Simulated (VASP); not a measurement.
# Ta3N (P-3m1) in VASP: settings compared

Ta3N is run at these levels: LDA, r2SCAN; tasks: single point.

All numbers are computed with VASP 6.6.1; they aren't measurements. Logs are shortened: lines on timing, memory, paths and dates and some standing lists are left out, and cuts for length are marked.

### Step 1. The cell of the first run

The structure is trigonal, space group P-3m1 (No. 164). Conventional cell: a = 3.032 Å, b = 3.032 Å, c = 7.524 Å, α = 90.00°, β = 90.00°, γ = 120.00°. Within 2.9 Å of Ta (site symmetry 3m) lie 3 N at 2.19 Å. Within 4.0 Å of Ta (site symmetry -3m) lie 12 Ta at 3.01 to 3.03 Å and 2 N at 3.76 Å. Within 2.9 Å of N (site symmetry -3m) lie 6 Ta at 2.19 Å.

### Step 2. Single point, LDA

The input, INCAR:

```
SYSTEM = Ta3N
PREC = Accurate ; ENCUT = 520
EDIFF = 1E-7 ; ISMEAR = -1
SIGMA = 0.05 ; LREAL = .FALSE.
LASPH = .TRUE. ; NELM = 80
ALGO = Normal ; ISIF = 2
LWAVE = .FALSE. ; LCHARG = .FALSE.
GGA = CA ; NBANDS = 27
```

The input, KPOINTS:

```
regular mesh
0
G
  10 10 4
  0 0 0
```

The input, POSCAR:

```
Ta3N
1.0
    3.0322239879      0.0000000000      0.0000000000
   -1.5161119940      2.6259830035      0.0000000000
    0.0000000000      0.0000000000      7.5241370000
Ta N
3 1
Direct
    0.6666666667      0.3333333333      0.8260700000
    0.3333333333      0.6666666667      0.1739300000
    0.0000000000      0.0000000000      0.5000000000
    0.0000000000      0.0000000000      0.0000000000
```

Potentials or basis: VASP PAW LDA potentials, release 64 (Ta_pv, N).

Started as:

```sh
cat potpaw_LDA.64/Ta_pv/POTCAR potpaw_LDA.64/N/POTCAR > POTCAR
mpirun -np 1 vasp_std > vasp.out
```

OUTCAR:

```text
SYSTEM = Ta3N
   PREC = Accurate
   ENCUT = 520
   EDIFF = 1E-7
   ISMEAR = -1
   LREAL = .FALSE.
   LASPH = .TRUE.
   NELM = 80
   ISIF = 2
   GGA = CA

 ion  position               nearest neighbor table
   1  0.667  0.333  0.826-   4 2.19   4 2.19   4 2.19   3 3.01   3 3.01   3 3.01   2 3.15   2 3.15
                             2 3.15
   2  0.333  0.667  0.174-   4 2.19   4 2.19   4 2.19   3 3.01   3 3.01   3 3.01   1 3.15   1 3.15
                             1 3.15
   3  0.000  0.000  0.500-   1 3.01   2 3.01   1 3.01   2 3.01   1 3.01   2 3.01
   4  0.000  0.000  0.000-   1 2.19   2 2.19   1 2.19   2 2.19   1 2.19   2 2.19

  LATTYP: Found a hexagonal cell.
 ALAT       =     3.0322239879
 C/A-ratio  =     2.4813922158

  Lattice vectors:

 A1 = (   3.0322239879,   0.0000000000,   0.0000000000)
 A2 = (  -1.5161119940,   2.6259830035,   0.0000000000)
 A3 = (   0.0000000000,   0.0000000000,   7.5241370000)

Analysis of symmetry for initial positions (statically):
=====================================================================
 Subroutine PRICEL returns:
 Original cell was already a primitive cell.

 Routine SETGRP: Setting up the symmetry group for a
 hexagonal supercell.

 Subroutine GETGRP returns: Found 12 space group operations
 (whereof 12 operations were pure point group operations)
 out of a pool of 24 trial point group operations.

The static configuration has the point symmetry D_3d.

Analysis of symmetry for dynamics (positions and initial velocities):
=====================================================================
 Subroutine PRICEL returns:
 Original cell was already a primitive cell.

 Routine SETGRP: Setting up the symmetry group for a
 hexagonal supercell.

 Subroutine GETGRP returns: Found 12 space group operations
 (whereof 12 operations were pure point group operations)
 out of a pool of 24 trial point group operations.

The dynamic configuration has the point symmetry D_3d.

 Subroutine INISYM returns: Found 12 space group operations
 (whereof 12 operations are pure point group operations),
 and found     1 'primitive' translations

----------------------------------------------------------------------------------------

                                     Primitive cell

  volume of cell :      59.9115

  direct lattice vectors                    reciprocal lattice vectors
     3.032223988  0.000000000  0.000000000     0.329790940  0.190404888  0.000000000
    -1.516111994  2.625983004  0.000000000     0.000000000  0.380809776  0.000000000
     0.000000000  0.000000000  7.524137000     0.000000000  0.000000000  0.132905608

  length of vectors
     3.032223988  3.032223988  7.524137000     0.380809776  0.380809776  0.132905608

  position of ions in fractional coordinates (direct lattice)
     0.666666667  0.333333333  0.826070000
     0.333333333  0.666666667  0.173930000
     0.000000000  0.000000000  0.500000000
     0.000000000  0.000000000  0.000000000

  ion indices of the primitive-cell ions
   primitive index   ion index
                 1           1
                 2           2
                 3           3
                 4           4

----------------------------------------------------------------------------------------

 KPOINTS: regular mesh

Automatic generation of k-mesh.
 Grid dimensions read from file:
 generate k-points for:   10   10    4

 Generating k-lattice:

  Cartesian coordinates                     Fractional coordinates (reciprocal lattice)
     0.032979094  0.019040489  0.000000000     0.100000000  0.000000000  0.000000000
     0.000000000  0.038080978  0.000000000     0.000000000  0.100000000  0.000000000
     0.000000000  0.000000000  0.033226402     0.000000000  0.000000000  0.250000000

  Length of vectors
     0.038080978  0.038080978  0.033226402

  Shift w.r.t. Gamma in fractional coordinates (k-lattice)
     0.000000000  0.000000000  0.000000000

 Subroutine IBZKPT returns following result:
 ===========================================

 Found     50 irreducible k-points:

 Following reciprocal coordinates:
            Coordinates               Weight
  0.000000  0.000000  0.000000      1.000000
  0.100000  0.000000  0.000000      6.000000
  0.200000  0.000000  0.000000      6.000000
  0.300000  0.000000  0.000000      6.000000
  0.400000 -0.000000  0.000000      6.000000
  0.500000  0.000000  0.000000      3.000000
[... 16 lines left out ...]
  0.000000  0.400000  0.250000      6.000000
  0.500000  0.000000  0.250000      6.000000
 [... further k-points ...]
   k-points           NKPTS =     50   k-points in BZ     NKDIM =     50   number of bands    NBANDS=     27
   number of dos      NEDOS =    301   number of ions     NIONS =      4
   total plane-waves  NPLWV =  32256
   dimension x,y,z NGX =    24 NGY =   24 NGZ =   56
   dimension x,y,z NGXF=    48 NGYF=   48 NGZF=  112
   ions per type =               3   1
   NGX,Y,Z   is equivalent  to a cutoff of  13.16, 13.16, 12.37 a.u.
   NGXF,Y,Z  is equivalent  to a cutoff of  26.32, 26.32, 24.75 a.u.
 SYSTEM =  Ta3N
   PREC   = accura    normal or accurate (medium, high low for compatibility)
   ISTART =      0    job   : 0-new  1-cont  2-samecut
   ICHARG =      2    charge: 1-file 2-atom 10-const
   ISPIN  =      1    spin polarized calculation?
   LNONCOLLINEAR =      F non collinear calculations
   LSORBIT =      F    spin-orbit coupling
   LASPH  =      T    aspherical Exc in radial PAW
   ENCUT  =  520.0 eV  38.22 Ry    6.18 a.u.   5.64  5.64 13.99*2*pi/ulx,y,z
   NELM   =     80;   NELMIN=  2; NELMDL= -5     # of ELM steps
   EDIFF  = 0.1E-06   stopping-criterion for ELM
   LREAL  =      F    real-space projection
   EDIFFG = 0.1E-05   stopping-criterion for IOM
   NSW    =      0    number of steps for IOM
   IBRION =     -1    ionic relax: 0-MD 1-quasi-New 2-CG
   NFREE  =      0    steps in history (QN), initial steepest desc. (CG)
   ISIF   =      2    stress and relaxation
   ISYM   =      2    0-nonsym 1-usesym 2-fastsym
   POTIM  = 0.5000    time-step for ionic-motion
   TEBEG  =    0.0;   TEEND  =   0.0 temperature during run
   PSTRESS=    0.0 pullay stress
   NELECT =      38.0000    total number of electrons
   NUPDOWN=      -1.0000    fix difference up-down
   EMIN   =  10.00;   EMAX   =-10.00  energy-range for DOS
   EFERMI =   0.00;   METHOD = LEGACY
   ISMEAR =    -1;   SIGMA  =   0.05  broadening in eV -4-tet -1-fermi 0-gaus
   EFERMI_NEDOS =   21; number of points for ismear=-14 and -15
   IALGO  =     38    algorithm
   IMIX   =      4    mixing-type and parameters
     AMIX     =   0.40;   BMIX     =  1.00
     AMIX_MAG =   1.60;   BMIX_MAG =  1.00
  volume/ion in A,a.u.               =      14.98       101.08
  Fermi-wavevector in a.u.,A,eV,Ry     =   1.406585  2.658061 26.918884  1.978482
  Thomas-Fermi vector in A             =   2.528931
   LORBIT       =      0    0 simple, 1 ext, 2 COOP (PROOUT), +10 PAW based schemes
   GGA     = CA    functional components
   LHFCALC =     F    Hartree Fock is set to
   AEXX    =    0.0000 exact exchange contribution
   IVDW    =     0    specifies the selected vdW correction
   LEPSILON=     F    determine dielectric tensor
   LRPA    =     F    only Hartree local field effects (RPA)
 non-spin polarized calculation
  energy-cutoff  :      520.00
  volume of cell :       59.91
 maximum number of plane-waves:      1642
 NGX is ok and might be reduce to    24
   NGX = 11   NGY = 11   NGZ = 27

 number of electron      38.0000002 magnetization

 Free energy of the ion-electron system (eV)
  ---------------------------------------------------
  ext. energy  EPLUGINS =         0.00000000
  ---------------------------------------------------
  free energy    TOTEN  =       -49.72349385 eV

  energy without entropy =      -49.69777763  energy(sigma->0) =      -49.71063574

 E-fermi :   6.5129     XC(G=0): -12.8812

 val. band max:        6.5096017336   @ k =   0.2000   0.2000   0.0000
 cond. band min:       6.5180179130   @ k =   0.2000   0.0000   0.2500
 fundamental gap:      0.0084161794
 Fermi energy:         6.5129176385

 k-point     1 :       0.0000    0.0000    0.0000
  band No.  band energies     occupation
      1     -28.4770      2.00000
      2     -28.1879      2.00000
      3     -27.8437      2.00000
      4     -27.8437      2.00000
      5     -27.8141      2.00000
      6     -27.8141      2.00000
[... 19 lines left out ...]
     26       8.7295      0.00000
     27       9.9536      0.00000

 k-point     2 :       0.1000    0.0000    0.0000
  band No.  band energies     occupation
      1     -28.4619      2.00000
      2     -28.1797      2.00000
      3     -27.9170      2.00000
      4     -27.8809      2.00000
      5     -27.8667      2.00000
      6     -27.8250      2.00000
[... 19 lines left out ...]
     26       9.1922      0.00000
     27      10.3766      0.00000

 k-point     3 :       0.2000    0.0000    0.0000
  band No.  band energies     occupation
      1     -28.4306      2.00000
      2     -28.2028      2.00000
      3     -28.0662      2.00000
      4     -28.0362      2.00000
      5     -27.9215      2.00000
      6     -27.8583      2.00000
[... 19 lines left out ...]
     26       9.9142      0.00000
     27      10.8387      0.00000

 k-point     4 :       0.3000    0.0000    0.0000
  band No.  band energies     occupation
      1     -28.4530      2.00000
      2     -28.3738      2.00000
      3     -28.2099      2.00000
      4     -28.0541      2.00000
      5     -27.9848      2.00000
      6     -27.9026      2.00000
[... 19 lines left out ...]
     26      10.5045      0.00000
     27      11.0272      0.00000

 k-point     5 :       0.4000   -0.0000    0.0000
  band No.  band energies     occupation
      1     -28.5822      2.00000
      2     -28.5242      2.00000
      3     -28.2425      2.00000
      4     -28.0342      2.00000
      5     -28.0309      2.00000
      6     -27.9394      2.00000
[... 19 lines left out ...]
     26      11.0917      0.00000
     27      11.4866      0.00000

 k-point     6 :       0.5000    0.0000    0.0000
  band No.  band energies     occupation
      1     -28.6443      2.00000
      2     -28.5831      2.00000
      3     -28.2462      2.00000
      4     -28.0527      2.00000
      5     -28.0203      2.00000
      6     -27.9536      2.00000
[... 444 lines left out ...]
      1     -28.4579      2.00000
      2     -28.3842      2.00000
      3     -28.2113      2.00000
      4     -28.0263      2.00000
      5     -27.9834      2.00000
      6     -27.9042      2.00000
[... 19 lines left out ...]
     26      10.6210      0.00000
     27      11.1556      0.00000

 k-point    22 :       0.4000   -0.0000    0.2500
  band No.  band energies     occupation
      1     -28.5879      2.00000
      2     -28.5032      2.00000
      3     -28.2162      2.00000
      4     -28.1018      2.00000
      5     -28.0301      2.00000
      6     -27.9443      2.00000
[... 19 lines left out ...]
     26      10.8784      0.00000
     27      10.9307      0.00000

 k-point    23 :       0.0000    0.4000    0.2500
  band No.  band energies     occupation
      1     -28.5978      2.00000
      2     -28.5121      2.00000
      3     -28.2342      2.00000
      4     -28.0329      2.00000
      5     -28.0314      2.00000
      6     -27.9427      2.00000
[... 19 lines left out ...]
     26      11.1141      0.00000
     27      11.6007      0.00000

 k-point    24 :       0.5000    0.0000    0.2500
  band No.  band energies     occupation
      1     -28.6588      2.00000
      2     -28.5659      2.00000
      3     -28.2184      2.00000
      4     -28.0658      2.00000
      5     -28.0491      2.00000
      6     -27.9580      2.00000
[... 19 lines left out ...]
     26      11.3186      0.00000
     27      12.0495      0.00000

 [... further k-points ...]
[... 5 lines left out ...]
  --------------------------------------------------------------------------------------
  -------------------------------------------------------------------------------------
  Total       -4.6796431     -4.6796431     -4.4002412      0.0000000      0.0000000      0.0000000
  in kB     -125.1449801   -125.1449801   -117.6730952      0.0000000      0.0000000      0.0000000
  external PRESSURE =    -122.6543518 kB  Pullay stress =       0.0000000 kB

 VOLUME and BASIS-vectors are now :
 -----------------------------------------------------------------------------
  energy-cutoff  :      520.00
  volume of cell :       59.91
      direct lattice vectors                 reciprocal lattice vectors
     3.032223988  0.000000000  0.000000000     0.329790940  0.190404888  0.000000000
    -1.516111994  2.625983004  0.000000000     0.000000000  0.380809776  0.000000000
     0.000000000  0.000000000  7.524137000     0.000000000  0.000000000  0.132905608

 POSITION                                       TOTAL-FORCE (eV/Angst)
 -----------------------------------------------------------------------------------
      1.51611      0.87533      6.21546         0.000000      0.000000      0.479452
     -0.00000      1.75066      1.30867        -0.000000      0.000000     -0.479452
      0.00000      0.00000      3.76207        -0.000000      0.000000      0.000000
      0.00000      0.00000      0.00000        -0.000000      0.000000      0.000000
 -----------------------------------------------------------------------------------
    total drift:                                0.000000     -0.000000      0.000000

  FREE ENERGIE OF THE ION-ELECTRON SYSTEM (eV)
  ---------------------------------------------------
  free  energy   TOTEN  =       -49.7234938460 eV

  energy  without entropy=      -49.6977776306  energy(sigma->0) =      -49.71063574
```

Run time: 51 s. Hardware: 1 thread of Intel Xeon Platinum 8488C (Sapphire Rapids), shared host; peak memory 0.2 GiB.

What came out:

```
Free energy            : -49.7235 eV
Pressure               : -12.3 GPa
Largest force          : 0.479 eV/Å
Band gap on the k mesh : zero (band 19 reaches 6.96 eV, above the bottom of band 20 at 6.28 eV)
```

Forces in eV/Å, atoms in the order of the input:
```
Ta   0.000  0.000  0.479
Ta   0.000  0.000 -0.479
Ta   0.000  0.000  0.000
N    0.000  0.000  0.000
```

Levels at points of the mesh, in eV from the Fermi level:
```
           k point  band 16  band 17  band 18  band 19  band 20  band 21  band 22  band 23
(0.00, 0.00, 0.00)    -1.28    -0.51    -0.51    -0.34     0.23     0.23     0.94     1.82
(0.50, 0.00, 0.00)    -3.09    -1.08    -0.50     0.20     0.64     0.95     3.46     4.01
(0.00, 0.00, 0.50)    -1.23    -1.11    -0.29    -0.29     0.50     0.50     1.21     1.23
(0.50, 0.00, 0.50)    -2.89    -1.24    -1.23     0.22     0.95     1.21     2.36     4.35
```

Caveat: spin-orbit coupling is left out, which moves the levels of the heavy elements.

### Step 3. Single point, LDA

This run uses another cell than the first one, of 15.28 Å³/atom, 1.020 times its volume.

The input, INCAR:

```
SYSTEM = Ta3N
ALGO = Normal
EDIFF = 1E-6
ENCUT = 520
GGA = CA
ISIF = 2
ISMEAR = -1
LASPH = .TRUE.
LCHARG = .FALSE.
LREAL = .FALSE.
LWAVE = .FALSE.
NBANDS = 27
NELM = 100
PREC = Accurate
SIGMA = 0.05
```

The input, KPOINTS:

```
k-points
0
G
  10 10 4
  0 0 0
```

The input, POSCAR:

```
Ta3N
1.0
    3.0523055267      0.0000000000      0.0000000000
   -1.5261527634      2.6433741262      0.0000000000
    0.0000000000      0.0000000000      7.5739671740
Ta N
3 1
Direct
    0.6666666667      0.3333333333      0.8260700000
    0.3333333333      0.6666666667      0.1739300000
    0.0000000000      0.0000000000      0.5000000000
    0.0000000000      0.0000000000      0.0000000000
```

Potentials or basis: VASP PAW LDA potentials, release 64 (Ta_pv, N).

Started as:

```sh
cat potpaw_LDA.64/Ta_pv/POTCAR potpaw_LDA.64/N/POTCAR > POTCAR
mpirun -np 1 vasp_std > vasp.out
```

Run time: 46 s. Hardware: 1 thread of Intel Xeon Platinum 8488C (Sapphire Rapids), shared host; peak memory 0.2 GiB.

The run converged. Its results:

* Free energy: -49.6160 eV
* Pressure: -16.5 GPa
* Largest force: 0.597 eV/Å
* Band gap on the k mesh: zero (band 19 reaches 6.74 eV, above the bottom of band 20 at 6.10 eV)

Forces on the atoms (eV/Å):
```
Ta   0.000  0.000  0.597
Ta   0.000  0.000 -0.597
Ta   0.000  0.000  0.000
N    0.000  0.000  0.000
```

Stress tensor (GPa, compression positive):
```
-16.73   0.00   0.00
  0.00 -16.73   0.00
  0.00   0.00 -16.17
```

Levels at points of the mesh, in eV from the Fermi level:
```tsv
k point	band 16	band 17	band 18	band 19	band 20	band 21	band 22	band 23
(0.00, 0.00, 0.00)	-1.29	-0.49	-0.49	-0.32	0.23	0.23	0.92	1.78
(0.50, 0.00, 0.00)	-3.02	-1.09	-0.49	0.19	0.64	0.90	3.37	3.89
(0.00, 0.00, 0.50)	-1.20	-1.09	-0.28	-0.28	0.50	0.50	1.19	1.21
(0.50, 0.00, 0.50)	-2.82	-1.24	-1.21	0.18	0.92	1.18	2.31	4.24
```

Caveat: spin-orbit coupling is left out, which moves the levels of the heavy elements.

### Step 4. Single point, LDA

This run uses another cell than the first one, of 15.58 Å³/atom, 1.040 times its volume.

The input, INCAR:

```
SYSTEM = Ta3N
PREC = Accurate ; ENCUT = 520
EDIFF = 1E-6 ; ISMEAR = -1
SIGMA = 0.05 ; LREAL = .False.
LASPH = .True. ; NELM = 60
ALGO = Normal ; ISIF = 2
LWAVE = .False. ; LCHARG = .True.
LELF = .True. ; LVHAR = .True.
NBANDS = 27
```

The input, KPOINTS:

```
regular mesh
0
Gamma
  10 10 4
  0 0 0
```

The input, POSCAR:

```
Ta3N
1.0
    3.0721262478      0.0000000000      0.0000000000
   -1.5360631240      2.6605393743      0.0000000000
    0.0000000000      0.0000000000      7.6231501572
Ta N
3 1
Direct
    0.6666666667      0.3333333333      0.8260700000
    0.3333333333      0.6666666667      0.1739300000
    0.0000000000      0.0000000000      0.5000000000
    0.0000000000      0.0000000000      0.0000000000
```

Started as:

```sh
cat potpaw_LDA.64/Ta_pv/POTCAR potpaw_LDA.64/N/POTCAR > POTCAR
mpirun -np 1 vasp_std > vasp.out
```

Run time: 52 s. Hardware: 1 thread of Intel Xeon Platinum 8488C (Sapphire Rapids), shared host; peak memory 0.2 GiB.

The run converged. Its results:

| Property | Result |
| --- | --- |
| Free energy | -49.4783 eV |
| Pressure | -20.4 GPa |
| Largest force | 0.702 eV/Å |
| Band gap on the k mesh | zero (band 19 reaches 6.54 eV, above the bottom of band 20 at 5.91 eV) |

Forces in eV/Å, atoms in the order of the input:
```
Ta   0.000  0.000  0.702
Ta   0.000  0.000 -0.702
Ta   0.000  0.000  0.000
N    0.000  0.000  0.000
```

Stress tensor (GPa, compression positive):
```
-20.51   0.00   0.00
  0.00 -20.51   0.00
  0.00   0.00 -20.12
```

Levels at points of the mesh, in eV from the Fermi level:
| k point | band 17 | band 18 | band 19 | band 20 | band 21 | band 22 |
| --- | --- | --- | --- | --- | --- | --- |
| (0.00, 0.00, 0.00) | -0.47 | -0.47 | -0.30 | 0.23 | 0.23 | 0.91 |
| (0.50, 0.00, 0.00) | -1.09 | -0.48 | 0.18 | 0.63 | 0.85 | 3.29 |
| (0.00, 0.00, 0.50) | -1.07 | -0.26 | -0.26 | 0.49 | 0.49 | 1.17 |
| (0.50, 0.00, 0.50) | -1.24 | -1.18 | 0.15 | 0.89 | 1.16 | 2.25 |

Caveat: spin-orbit coupling is left out, which moves the levels of the heavy elements.

[end of part 1 of 2]
